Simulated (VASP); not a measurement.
# Al9H in VASP: notebook, part 2 of 2

VASP 6.6.1. Earlier steps stand in the parts before.

## 3. Single point, PBE

Contents of INCAR:

```
SYSTEM = Al9H
ALGO     = Normal         ! electronic algorithm
DIPOL    = 0.5 0.5 0.296
EDIFF    = 1E-6           ! SCF threshold, eV
ENCUT    = 520            ! plane-wave cutoff, eV
GGA      = PE             ! functional
IDIPOL   = 3            
ISIF     = 2              ! what is computed and relaxed
ISMEAR   = 0              ! smearing method
LASPH    = .True.         ! aspherical terms in the spheres
LCHARG   = .False.        ! write CHGCAR
LDIPOL   = .True.       
LREAL    = Auto         
LWAVE    = .False.        ! write WAVECAR
NBANDS   = 44             ! bands
NELM     = 80             ! most SCF steps
PREC     = Accurate       ! precision mode
SIGMA    = 0.1            ! smearing width, eV
```

Contents of KPOINTS:

```
k-points
0
Gamma
  5 3 1
  0 0 0
```

Contents of POSCAR:

```
Al9H
1.0
    5.7070863106      0.0000000000      0.0000000000
   -1.4267715776      9.7014842380      0.0000000000
    0.0000000000      0.0000000000     22.7903703519
Al H
18 2
Direct
    0.2662216041      0.0648864163      0.1755127248
    0.7662216041      0.0648864163      0.1755127248
    0.3354806058      0.3419224231      0.2192029854
    0.8354806058      0.3419224231      0.2192029854
    0.1493324061      0.5973296244      0.2279410375
    0.6493324061      0.5973296244      0.2279410375
    0.4631842064      0.8527368258      0.2366790896
    0.9631842065      0.8527368258      0.2366790896
    0.0319772093      0.1277109169      0.2808262502
    0.5319772093      0.1277109169      0.2808262502
    0.0997917601      0.4042231294      0.3301071124
    0.5997917601      0.4042231294      0.3301071124
    0.4144000537      0.6596656514      0.3369822081
    0.9144000537      0.6596656514      0.3369822081
    0.2263076916      0.9110819252      0.3449259130
    0.7263076916      0.9110819252      0.3449259130
    0.2962427243      0.1814072004      0.3857054631
    0.7962427243      0.1814072004      0.3857054631
    0.6062643800      0.3106693943      0.4194916627
    0.6062643800      0.5385948230      0.4194916627
```

Potentials or basis: VASP PAW PBE potentials, release 64 (Al, H).

Command:

```
cat potpaw_PBE.64/Al/POTCAR potpaw_PBE.64/H/POTCAR > POTCAR
mpirun -np 1 vasp_std > vasp.out
```

OUTCAR:

```text
SYSTEM = Al9H
   EDIFF = 1E-6
   ENCUT = 520
   GGA = PE
   ISIF = 2
   ISMEAR = 0
   LASPH = .True.
   LREAL = Auto
   NELM = 80
   PREC = Accurate

 ion  position               nearest neighbor table
   1  0.266  0.065  0.176-   2 2.85   2 2.85   9 2.86  10 2.86   7 2.87   8 2.87   3 2.87
   2  0.766  0.065  0.176-   1 2.85   1 2.85  10 2.86   9 2.86   8 2.87   7 2.87   4 2.87
   3  0.335  0.342  0.219-   4 2.85   4 2.85   6 2.87   5 2.87   1 2.87   9 2.89  10 2.89  12 2.96
                            11 2.97
   4  0.835  0.342  0.219-   3 2.85   3 2.85   5 2.87   6 2.87   2 2.87  10 2.89   9 2.89  11 2.96
                            12 2.97
   5  0.149  0.597  0.228-   6 2.85   6 2.85   4 2.87   3 2.87   8 2.87   7 2.87  13 2.93  14 2.93
                            11 2.99
   6  0.649  0.597  0.228-   5 2.85   5 2.85   3 2.87   4 2.87   7 2.87   8 2.87  14 2.93  13 2.93
                            12 2.99
   7  0.463  0.853  0.237-  10 2.85   8 2.85   8 2.85   1 2.87   2 2.87   5 2.87   6 2.87  16 2.90
                            15 2.91  13 2.96
   8  0.963  0.853  0.237-   9 2.85   7 2.85   7 2.85   1 2.87   2 2.87   5 2.87   6 2.87  15 2.90
                            16 2.91  14 2.96
   9  0.032  0.128  0.281-  18 2.83  17 2.83   8 2.85  10 2.85  10 2.85   1 2.86   2 2.86   3 2.89
                             4 2.89  11 2.91  15 2.93  16 2.93
  10  0.532  0.128  0.281-  17 2.83  18 2.83   7 2.85   9 2.85   9 2.85   2 2.86   1 2.86   4 2.89
                             3 2.89  12 2.91  16 2.93  15 2.93
  11  0.100  0.404  0.330-  12 2.85  12 2.85  14 2.86  13 2.87  18 2.88  17 2.89   9 2.91   4 2.96
                             3 2.97   5 2.99
  12  0.600  0.404  0.330-  11 2.85  11 2.85  13 2.86  14 2.87  17 2.88  18 2.89  10 2.91   3 2.96
                             4 2.97   6 2.99
  13  0.414  0.660  0.337-  16 2.83  15 2.83  14 2.85  14 2.85  12 2.86  11 2.87   5 2.93   6 2.93
                             7 2.96
  14  0.914  0.660  0.337-  15 2.83  16 2.83  13 2.85  13 2.85  11 2.86  12 2.87   6 2.93   5 2.93
                             8 2.96
  15  0.226  0.911  0.345-  17 2.78  14 2.83  13 2.83  16 2.85  16 2.85   8 2.90   7 2.91   9 2.93
                            10 2.93
  16  0.726  0.911  0.345-  18 2.78  13 2.83  14 2.83  15 2.85  15 2.85   7 2.90   8 2.91  10 2.93
                             9 2.93
[... 204 lines left out ...]

 dipolmoment           0.000000      0.000000      0.094484 electrons x Angstroem

 Free energy of the ion-electron system (eV)
  ---------------------------------------------------
  ext. energy  EPLUGINS =         0.00000000
  ---------------------------------------------------
  free energy    TOTEN  =       -66.15885917 eV

  energy without entropy =      -66.10706509  energy(sigma->0) =      -66.13296213

 E-fermi :  -1.3537     XC(G=0):  -3.3643

 val. band max:       -1.4016540535   @ k =   0.0000   0.3333   0.0000
 cond. band min:      -1.3422219372   @ k =  -0.4000   0.3333   0.0000
 fundamental gap:      0.0594321164
 Fermi energy:        -1.3536896823

 k-point     1 :       0.0000    0.0000    0.0000
  band No.  band energies     occupation
      1     -11.4251      2.00000
      2      -9.9082      2.00000
      3      -9.8047      2.00000
      4      -9.2713      2.00000
      5      -7.6852      2.00000
      6      -7.4103      2.00000
[... 333 lines left out ...]
     39       0.8462      0.00000
     40       0.9360      0.00000
 [bands above 40 left out]

------------------------ aborting loop because EDIFF is reached ----------------------------------------

 vacuum level on the upper side and lower side of the slab       (xc-potential included)         0.067        -0.216

  FORCE on cell =-STRESS in cart. coord.  units (eV):
  Direction    XX          YY          ZZ          XY          YZ          ZX
  --------------------------------------------------------------------------------------
  -------------------------------------------------------------------------------------
  Total      -12.9916676    -13.6365148     -2.7873445      1.0698968     -1.4737677      0.0088185
  in kB      -16.4957276    -17.3145003     -3.5391357      1.3584650     -1.8712664      0.0111970
  external PRESSURE =     -12.4497879 kB  Pullay stress =       0.0000000 kB

 VOLUME and BASIS-vectors are now :
 -----------------------------------------------------------------------------
  energy-cutoff  :      520.00
  volume of cell :     1261.84
      direct lattice vectors                 reciprocal lattice vectors
     5.707086311  0.000000000  0.000000000     0.175220760  0.025769253  0.000000000
    -1.426771578  9.701484238  0.000000000     0.000000000  0.103077011  0.000000000
     0.000000000  0.000000000 22.790370352     0.000000000  0.000000000  0.043878181

 POSITION                                       TOTAL-FORCE (eV/Angst)
 -----------------------------------------------------------------------------------
      1.42677      0.62949      4.00000        -0.176364      0.089467     -0.007048
      4.28031      0.62949      4.00000         0.190113      0.254643     -0.004768
      1.42677      3.31715      4.99572        -0.154295      0.019824     -0.028869
      4.28031      3.31715      4.99572         0.151139      0.008451     -0.116958
      0.00000      5.79498      5.19486        -0.020948     -0.074122     -0.037694
      2.85354      5.79498      5.19486         0.026598     -0.111669      0.251773
[... 12 lines left out ...]
      3.01675      3.01395      9.56037         0.097209     -0.647257     -0.427342
      2.69155      5.22517      9.56037        -0.053114      0.064569     -1.316055
 -----------------------------------------------------------------------------------
    total drift:                               -0.008027     -0.031656     -0.007201

  FREE ENERGIE OF THE ION-ELECTRON SYSTEM (eV)
  ---------------------------------------------------
  free  energy   TOTEN  =       -66.1588591679 eV

  energy  without entropy=      -66.1070650911  energy(sigma->0) =      -66.13296213

 vacuum level on the upper side and lower side of the slab         3.127         2.822
```

Run time: 17 min. Hardware: 1 thread of Intel Xeon 6975P-C (Granite Rapids), shared host; peak memory 1.2 GiB.

Results:

```
Free energy            : -66.1589 eV
Largest force          : 1.319 eV/Å
Band gap on the k mesh : zero (band 28 reaches -1.16 eV, above the bottom of band 29 at -1.65 eV)
```

Forces on the atoms (eV/Å):
```
Al  -0.176  0.089 -0.007
Al   0.190  0.255 -0.005
Al  -0.154  0.020 -0.029
Al   0.151  0.008 -0.117
Al  -0.021 -0.074 -0.038
Al   0.027 -0.112  0.252
Al  -0.125 -0.020 -0.068
Al   0.077 -0.051 -0.165
Al  -0.004 -0.058 -0.112
Al  -0.015  0.138  0.238
Al   0.014 -0.086 -0.124
Al   0.009  0.288  0.736
Al   0.139 -0.166  0.517
Al  -0.036 -0.074  0.263
Al  -0.018 -0.027 -0.019
Al   0.029  0.002  0.096
Al  -0.115  0.155  0.099
Al  -0.016  0.295  0.225
H    0.097 -0.647 -0.427
H   -0.053  0.065 -1.316
```
